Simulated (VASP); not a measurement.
Here is a VASP 6.6.1 calculation.

INCAR

```
SYSTEM = MgB2
PREC = Accurate
ENCUT = 520
EDIFF = 1E-7
ISMEAR = 0
SIGMA = 0.1
LREAL = .False.
LASPH = .True.
NELM = 80
ALGO = Normal
ISIF = 2
LWAVE = .False.
LCHARG = .False.
GGA = PS
NBANDS = 11
```

Contents of KPOINTS:

```
regular mesh
0
Gamma
  14 14 10
  0 0 0
```

File POSCAR:

```
MgB2
1.0
    3.1534260212      0.0153633035      0.0081444019
   -1.5634079995      2.7427152873     -0.0033241280
    0.0093007200      0.0009864400      3.6283377000
Mg B
1 2
Direct
   -0.0053009084      0.0062020692     -0.0054640931
    0.3317579509      0.6571820297      0.5005109282
    0.6735429574      0.3366159010      0.5049531649
```

Potentials or basis: VASP PAW PBE potentials, release 64 (Mg, B).

Command:

```sh
$ cat potpaw_PBE.64/Mg/POTCAR potpaw_PBE.64/B/POTCAR > POTCAR
$ mpirun -np 1 vasp_std > vasp.out
```

Estimate the pressure.

-12.9 GPa.

What does it give for the band gap on the k mesh?

Zero (bands 4 and 5 overlap by 2.94 eV).

Estimate the largest force.

0.221 eV/Å.

Forces in eV/Å, atoms in the order of the input:
```
Mg   0.137 -0.094  0.134
B   -0.062  0.142  0.069
B   -0.074 -0.047 -0.203
```

Caveat: the cell differs from its parent crystal (atoms moved at random and the cell strained at random); the stress differs along the axes, from -15 to -10 GPa; the PAW data sets were made with another functional, which shifts forces and pressure a little.
